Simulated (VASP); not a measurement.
# Ni (Fm-3m) in VASP: further runs

Ni is run at these levels: r2SCAN; tasks: single point.

All numbers are computed with VASP 6.6.1; they aren't measurements. Logs are shortened: lines on timing, memory, paths and dates and some standing lists are left out, and cuts for length are marked.

## 1. The cell of the first run

Symmetry: Fm-3m, No. 225, cubic system. The conventional cell has a = 3.408 Å, b = 3.408 Å, c = 3.408 Å, α = 90.00°, β = 90.00°, γ = 90.00°. Ni (site symmetry m-3m) has 12 Ni at 2.41 Å within 3.2 Å.

## 2. Single point, r2SCAN, collinear spin, ferromagnetic start (9.89 Å³/atom)

The input, POSCAR:

```
Ni
1.0
    0.0000000000      1.7038286771      1.7038286771
    1.7038286771      0.0000000000      1.7038286771
    1.7038286771      1.7038286771      0.0000000000
Ni
1
Direct
    0.0000000000      0.0000000000      0.0000000000
```

The input, INCAR.step1:

```
ALGO = Normal
EDIFF = 1E-4
ENCUT = 520
GGA = PE
ISMEAR = 0
ISPIN = 2
LASPH = True
LCHARG = False
LMAXMIX = 4
LREAL = False
LWAVE = True
MAGMOM = 0.9
NBANDS = 15
NELM = 150
PREC = Accurate
SIGMA = 0.1
```

The input, INCAR.step2:

```
ALGO = Normal
EDIFF = 1E-6
ENCUT = 520
ISIF = 2
ISMEAR = 0
ISPIN = 2
ISTART = 1
LASPH = True
LCHARG = False
LMAXMIX = 4
LMIXTAU = True
LORBIT = 11
LREAL = False
LWAVE = False
MAGMOM = 0.9
METAGGA = R2SCAN
NBANDS = 15
NELM = 150
PREC = Accurate
SIGMA = 0.1
```

The input, KPOINTS:

```
k-points
0
Gamma
  20 20 20
```

Potentials or basis: VASP PAW PBE potentials, release 64 (Ni).

On the command line:

```sh
> cat potpaw_PBE.64/Ni/POTCAR > POTCAR
> cp INCAR.step1 INCAR
> mpirun -np 1 vasp_std > vasp.out
> cp INCAR.step2 INCAR
> mpirun -np 1 vasp_std > vasp.out
```

OUTCAR:

```text
EDIFF = 1E-6
   ENCUT = 520
   ISIF = 2
   ISMEAR = 0
   ISPIN = 2
   ISTART = 1
   LASPH = True
   LORBIT = 11
   LREAL = False
   METAGGA = R2SCAN
   NELM = 150
   PREC = Accurate

 ion  position               nearest neighbor table
   1  0.000  0.000  0.000-

  LATTYP: Found a face centered cubic cell.
 ALAT       =     3.4076573542

  Lattice vectors:

 A1 = (   0.0000000000,   1.7038286771,   1.7038286771)
 A2 = (   1.7038286771,   0.0000000000,   1.7038286771)
 A3 = (   1.7038286771,   1.7038286771,   0.0000000000)

Analysis of symmetry for initial positions (statically):
=====================================================================
 Subroutine PRICEL returns:
 Original cell was already a primitive cell.

 Routine SETGRP: Setting up the symmetry group for a
 face centered cubic supercell.

 Subroutine GETGRP returns: Found 48 space group operations
 (whereof 48 operations were pure point group operations)
 out of a pool of 48 trial point group operations.

The static configuration has the point symmetry O_h .

Analysis of symmetry for dynamics (positions and initial velocities):
=====================================================================
 Subroutine PRICEL returns:
 Original cell was already a primitive cell.

 Routine SETGRP: Setting up the symmetry group for a
 face centered cubic supercell.

 Subroutine GETGRP returns: Found 48 space group operations
 (whereof 48 operations were pure point group operations)
 out of a pool of 48 trial point group operations.

The dynamic configuration has the point symmetry O_h .

Analysis of structural, dynamic, and magnetic symmetry:
=====================================================================
 Subroutine PRICEL returns:
 Original cell was already a primitive cell.

 Routine SETGRP: Setting up the symmetry group for a
 face centered cubic supercell.

 Subroutine GETGRP returns: Found 48 space group operations
 (whereof 48 operations were pure point group operations)
 out of a pool of 48 trial point group operations.

The overall configuration has the point symmetry O_h .

 Subroutine INISYM returns: Found 48 space group operations
 (whereof 48 operations are pure point group operations),
 and found     1 'primitive' translations

----------------------------------------------------------------------------------------

                                     Primitive cell

  volume of cell :       9.8925

  direct lattice vectors                    reciprocal lattice vectors
     0.000000000  1.703828677  1.703828677    -0.293456735  0.293456735  0.293456735
     1.703828677  0.000000000  1.703828677     0.293456735 -0.293456735  0.293456735
     1.703828677  1.703828677  0.000000000     0.293456735  0.293456735 -0.293456735

[... 118 lines left out ...]
   NGX =  9   NGY =  9   NGZ =  9

 number of electron       9.9999994 magnetization       0.6766442

 Free energy of the ion-electron system (eV)
  ---------------------------------------------------
  ext. energy  EPLUGINS =         0.00000000
  ---------------------------------------------------
  free energy    TOTEN  =       -11.91630809 eV

  energy without entropy =      -11.90976735  energy(sigma->0) =      -11.91303772

 E-fermi :  10.7131     XC(G=0): -15.0454

 val. band max:       10.7113443603   @ k =   0.4000   0.0000   0.0000
 cond. band min:      10.7135410393   @ k =  -0.4500   0.3000   0.1500
 fundamental gap:      0.0021966790
 Fermi energy:        10.7130679873

 spin component 1

 k-point     1 :       0.0000    0.0000    0.0000
  band No.  band energies     occupation
      1       0.6179      1.00000
      2       7.5716      1.00000
      3       7.5717      1.00000
      4       7.5717      1.00000
      5       9.0137      1.00000
      6       9.0137      1.00000
      7      36.0977      0.00000
      8      41.0309      0.00000
      9      41.0309      0.00000
     10      41.0314      0.00000
     11      44.0354      0.00000
     12      44.0354      0.00000
     13      44.0354      0.00000
     14      47.1722      0.00000
[... 403 lines left out ...]
      4       7.9908      1.00000
      5       9.3594      1.00000
      6       9.7838      1.00000
      7      20.8594      0.00000
      8      34.1881      0.00000
      9      37.1064      0.00000
     10      39.5089      0.00000
     11      41.1155      0.00000
     12      43.2115      0.00000
     13      47.9799      0.00000
     14      52.9315      0.00000
     15      55.4398      0.00000

 [... further k-points ...]

 spin component 2

 k-point     1 :       0.0000    0.0000    0.0000
  band No.  band energies     occupation
      1       0.3757      1.00000
      2       8.8107      1.00000
      3       8.8108      1.00000
      4       8.8108      1.00000
      5       9.7303      1.00000
      6       9.7303      1.00000
      7      35.8619      0.00000
      8      41.1305      0.00000
      9      41.1306      0.00000
     10      41.1306      0.00000
     11      44.3160      0.00000
     12      44.3160      0.00000
     13      44.3160      0.00000
     14      47.2542      0.00000
[... 403 lines left out ...]
      4       8.6557      1.00000
      5      10.4762      0.99960
      6      10.8246      0.05743
      7      21.2410      0.00000
      8      34.1815      0.00000
      9      37.2649      0.00000
     10      39.8018      0.00000
     11      41.2500      0.00000
     12      43.3743      0.00000
     13      48.2976      0.00000
     14      55.1560      0.00000
     15      55.7895      0.00000

 [... further k-points ...]
[... 5 lines left out ...]
  --------------------------------------------------------------------------------------
  -------------------------------------------------------------------------------------
  Total        0.9719283      0.9719283      0.9719283      0.0000000      0.0000000      0.0000000
  in kB      157.4117150    157.4117150    157.4117150      0.0000000      0.0000000      0.0000000
  external PRESSURE =     157.4117150 kB  Pullay stress =       0.0000000 kB

 VOLUME and BASIS-vectors are now :
 -----------------------------------------------------------------------------
  energy-cutoff  :      520.00
  volume of cell :        9.89
      direct lattice vectors                 reciprocal lattice vectors
     0.000000000  1.703828677  1.703828677    -0.293456735  0.293456735  0.293456735
     1.703828677  0.000000000  1.703828677     0.293456735 -0.293456735  0.293456735
     1.703828677  1.703828677  0.000000000     0.293456735  0.293456735 -0.293456735

 POSITION                                       TOTAL-FORCE (eV/Angst)
 -----------------------------------------------------------------------------------
      0.00000      0.00000      0.00000        -0.000000      0.000000     -0.000000
 -----------------------------------------------------------------------------------
    total drift:                                0.000000     -0.000000      0.000000

  FREE ENERGIE OF THE ION-ELECTRON SYSTEM (eV)
  ---------------------------------------------------
  free  energy   TOTEN  =       -11.9163080912 eV

  energy  without entropy=      -11.9097673487  energy(sigma->0) =      -11.91303772

 total charge

# of ion       s       p       d       tot
------------------------------------------
    1        0.557   0.610   8.367   9.534

 magnetization (x)

# of ion       s       p       d       tot
------------------------------------------
    1       -0.011  -0.044   0.741   0.687
```

OSZICAR.step1:

```text
N       E                     dE             d eps       ncg     rms          rms(c)
DAV:   1     0.329184701528E+02    0.32918E+02   -0.41801E+03 16367   0.881E+02
DAV:   2    -0.506352234311E+01   -0.37982E+02   -0.35230E+02 17264   0.165E+02
DAV:   3    -0.641493881595E+01   -0.13514E+01   -0.13426E+01 19084   0.305E+01
DAV:   4    -0.642180186007E+01   -0.68630E-02   -0.68621E-02 18905   0.208E+00
DAV:   5    -0.642186362420E+01   -0.61764E-04   -0.61762E-04 19448   0.177E-01    0.109E+01
DAV:   6    -0.565283271353E+01    0.76903E+00   -0.11319E+01 22249   0.380E+01    0.516E+00
DAV:   7    -0.542872452996E+01    0.22411E+00   -0.16199E+00 19597   0.130E+01    0.229E+00
DAV:   8    -0.541012829862E+01    0.18596E-01   -0.22839E-02 21501   0.108E+00    0.962E-01
DAV:   9    -0.540823621263E+01    0.18921E-02   -0.13943E-03 25232   0.222E-01    0.250E-01
DAV:  10    -0.540791938284E+01    0.31683E-03   -0.22279E-04 17498   0.784E-02    0.496E-02
DAV:  11    -0.540789789253E+01    0.21490E-04   -0.45113E-05 15233   0.454E-02
   1 F= -.54078979E+01 E0= -.54040047E+01  d E =-.778639E-02  mag=     0.6136
```

Wall time 2.3 min (1 thread of Intel Xeon 6975P-C (Granite Rapids), shared host); peak memory 0.17 GiB.

What came out:

- Free energy: -11.9163 eV
- Pressure: 15.7 GPa
- Net moment: 0.68 μB per cell
- Site moments: Ni +0.69 μB
- Valence electrons inside the program's atomic spheres: Ni 9.53

Levels at points of the mesh, in eV from the Fermi level:
Spin up:
| k point | band 3 | band 4 | band 5 | band 6 | band 7 | band 8 |
| --- | --- | --- | --- | --- | --- | --- |
| (0.00, 0.00, 0.00) | -3.14 | -3.14 | -1.70 | -1.70 | 25.38 | 30.32 |
| (0.50, 0.00, 0.00) | -3.08 | -0.98 | -0.98 | -0.57 | 6.41 | 23.78 |
| (0.50, 0.50, 0.00) | -0.88 | -0.86 | -0.86 | 2.57 | 10.26 | 16.38 |
Spin down:
```
           k point  band 3  band 4  band 5  band 6  band 7  band 8
(0.00, 0.00, 0.00)   -1.90   -1.90   -0.98   -0.98   25.15   30.42
(0.50, 0.00, 0.00)   -2.22   -0.78    0.19    0.19    7.07   23.67
(0.50, 0.50, 0.00)   -0.12    0.57    0.57    2.33   10.59   16.44
```

Caveat: the cell stands under pressure; the PAW data sets were made with another functional, which shifts forces and pressure a little.

## 3. Single point, r2SCAN, collinear spin, ferromagnetic start (10.21 Å³/atom)

This run uses another cell than the first one, of 10.21 Å³/atom.

The input, POSCAR:

```
Ni
1.0
    0.0000000000      1.7217650339      1.7217650339
    1.7217650339      0.0000000000      1.7217650339
    1.7217650339      1.7217650339      0.0000000000
Ni
1
Direct
    0.0000000000      0.0000000000      0.0000000000
```

The input, INCAR.step1:

```
PREC = Accurate ; ENCUT = 520
ISMEAR = 0 ; SIGMA = 0.1
LREAL = False ; LASPH = True
NELM = 150 ; ISPIN = 2
MAGMOM = 0.9 ; LMAXMIX = 4
NBANDS = 15 ; GGA = PE
ALGO = Normal ; EDIFF = 1E-4
LWAVE = True ; LCHARG = False
```

The input, INCAR.step2:

```
PREC = Accurate ; ENCUT = 520
EDIFF = 1E-7 ; ISMEAR = 0
SIGMA = 0.1 ; LREAL = False
LASPH = True ; NELM = 150
ALGO = Normal ; ISIF = 2
LWAVE = False ; LCHARG = False
ISPIN = 2 ; MAGMOM = 0.9
LORBIT = 11 ; LMAXMIX = 4
METAGGA = R2SCAN ; LMIXTAU = True
NBANDS = 15 ; ISTART = 1
```

The input, KPOINTS:

```
Automatic mesh
0
Gamma
  20 20 20
```

Potentials or basis: VASP PAW PBE potentials, release 64 (Ni).

On the command line:

```sh
> cat potpaw_PBE.64/Ni/POTCAR > POTCAR
> cp INCAR.step1 INCAR
> mpirun -np 1 vasp_std > vasp.out
> cp INCAR.step2 INCAR
> mpirun -np 1 vasp_std > vasp.out
```

It took 2.6 min on 1 thread of Intel Xeon 6975P-C (Granite Rapids), shared host; peak memory 0.17 GiB.

Results (log left out):

```
Free energy                                           : -11.9385 eV
Pressure                                              : 7.2 GPa
Net moment                                            : 0.70 μB per cell
Site moments                                          : Ni +0.71 μB
Valence electrons inside the program's atomic spheres : Ni 9.47
```

Levels at points of the mesh, in eV from the Fermi level:
Spin up:
| k point | band 1 | band 2 | band 3 | band 4 | band 5 | band 6 | band 7 | band 8 | band 9 | band 10 |
| --- | --- | --- | --- | --- | --- | --- | --- | --- | --- | --- |
| (0.00, 0.00, 0.00) | -9.87 | -3.08 | -3.08 | -3.08 | -1.69 | -1.69 | 25.11 | 29.78 | 29.78 | 29.78 |
| (0.50, 0.00, 0.00) | -5.63 | -3.01 | -3.01 | -1.02 | -1.02 | -0.52 | 6.14 | 23.52 | 26.82 | 26.82 |
| (0.50, 0.50, 0.00) | -5.45 | -5.03 | -0.92 | -0.92 | -0.90 | 2.54 | 9.95 | 16.05 | 16.05 | 20.93 |
Spin down:
| k point | band 1 | band 2 | band 3 | band 4 | band 5 | band 6 | band 7 | band 8 |
| --- | --- | --- | --- | --- | --- | --- | --- | --- |
| (0.00, 0.00, 0.00) | -10.11 | -1.80 | -1.80 | -1.80 | -0.96 | -0.96 | 24.86 | 29.88 |
| (0.50, 0.00, 0.00) | -4.99 | -2.13 | -2.13 | -0.73 | 0.18 | 0.18 | 6.82 | 23.41 |
| (0.50, 0.50, 0.00) | -5.05 | -4.05 | -0.14 | 0.57 | 0.57 | 2.29 | 10.29 | 16.11 |

Caveat: the cell stands under pressure; the PAW data sets were made with another functional, which shifts forces and pressure a little.

## 4. Single point, r2SCAN, collinear spin, ferromagnetic start

This run uses another cell than the first one, of 10.52 Å³/atom.

The input, POSCAR:

```
Ni
1.0
    0.0000000000      1.7393352784      1.7393352784
    1.7393352784      0.0000000000      1.7393352784
    1.7393352784      1.7393352784      0.0000000000
Ni
1
Direct
    0.0000000000      0.0000000000      0.0000000000
```

The input, INCAR.step1:

```
SYSTEM = Ni
PREC = Accurate ; ENCUT = 520
ISMEAR = 0 ; SIGMA = 0.1
LREAL = .FALSE. ; LASPH = .TRUE.
NELM = 150 ; ISPIN = 2
MAGMOM = 0.88 ; LMAXMIX = 4
NBANDS = 15 ; GGA = PE
ALGO = Normal ; EDIFF = 1E-4
LWAVE = .TRUE. ; LCHARG = .FALSE.
```

The input, INCAR.step2:

```
SYSTEM = Ni
PREC = Accurate ; ENCUT = 520
EDIFF = 1E-6 ; ISMEAR = 0
SIGMA = 0.1 ; LREAL = .FALSE.
LASPH = .TRUE. ; NELM = 150
ALGO = Normal ; ISIF = 2
LWAVE = .FALSE. ; LCHARG = .TRUE.
ISPIN = 2 ; MAGMOM = 0.88
LORBIT = 11 ; LMAXMIX = 4
METAGGA = R2SCAN ; LMIXTAU = .TRUE.
LELF = .TRUE. ; LVHAR = .TRUE.
NBANDS = 15 ; ISTART = 1
```

The input, KPOINTS:

```
regular mesh
0
G
  20 20 20
  0 0 0
```

Potentials or basis: VASP PAW PBE potentials, release 64 (Ni).

On the command line:

```sh
> cat potpaw_PBE.64/Ni/POTCAR > POTCAR
> cp INCAR.step1 INCAR
> mpirun -np 1 vasp_std > vasp.out
> cp INCAR.step2 INCAR
> mpirun -np 1 vasp_std > vasp.out
```

OUTCAR:

```text
SYSTEM = Ni
   PREC = Accurate
   ENCUT = 520
   EDIFF = 1E-6
   ISMEAR = 0
   LREAL = .FALSE.
   LASPH = .TRUE.
   NELM = 150
   ISIF = 2
   ISPIN = 2
   LORBIT = 11
   METAGGA = R2SCAN
   ISTART = 1

 ion  position               nearest neighbor table
   1  0.000  0.000  0.000-

  LATTYP: Found a face centered cubic cell.
 ALAT       =     3.4786705568

  Lattice vectors:

 A1 = (   0.0000000000,   1.7393352784,   1.7393352784)
 A2 = (   1.7393352784,   0.0000000000,   1.7393352784)
 A3 = (   1.7393352784,   1.7393352784,   0.0000000000)
[... 1071 lines left out ...]
  -------------------------------------------------------------------------------------
  Total        0.0307158      0.0307158      0.0307158     -0.0000000      0.0000000     -0.0000000
  in kB        4.6761885      4.6761885      4.6761885     -0.0000000      0.0000000     -0.0000000
  external PRESSURE =       4.6761885 kB  Pullay stress =       0.0000000 kB

 VOLUME and BASIS-vectors are now :
 -----------------------------------------------------------------------------
  energy-cutoff  :      520.00
  volume of cell :       10.52
      direct lattice vectors                 reciprocal lattice vectors
     0.000000000  1.739335278  1.739335278    -0.287466141  0.287466141  0.287466141
     1.739335278  0.000000000  1.739335278     0.287466141 -0.287466141  0.287466141
     1.739335278  1.739335278  0.000000000     0.287466141  0.287466141 -0.287466141

 POSITION                                       TOTAL-FORCE (eV/Angst)
 -----------------------------------------------------------------------------------
      0.00000      0.00000      0.00000         0.000000     -0.000000     -0.000000
 -----------------------------------------------------------------------------------
    total drift:                                0.000000      0.000000      0.000000

  FREE ENERGIE OF THE ION-ELECTRON SYSTEM (eV)
  ---------------------------------------------------
  free  energy   TOTEN  =       -11.9457526698 eV

  energy  without entropy=      -11.9387793046  energy(sigma->0) =      -11.94226599

 total charge

# of ion       s       p       d       tot
------------------------------------------
    1        0.529   0.550   8.328   9.407

 magnetization (x)

# of ion       s       p       d       tot
------------------------------------------
    1       -0.010  -0.043   0.796   0.743
```

It took 2.2 min on 1 thread of Intel Xeon 6975P-C (Granite Rapids), shared host; peak memory 0.17 GiB.

What came out:

```yaml
Free_energy: -11.9458 eV
Pressure: 0.5 GPa
Net_moment: 0.72 μB per cell
Site_moments: Ni +0.74 μB
Valence_electrons_inside_the_program's_atomic_spheres: Ni 9.41
```

Caveat: the PAW data sets were made with another functional, which shifts forces and pressure a little.

(Continued in part 2 of 2.)
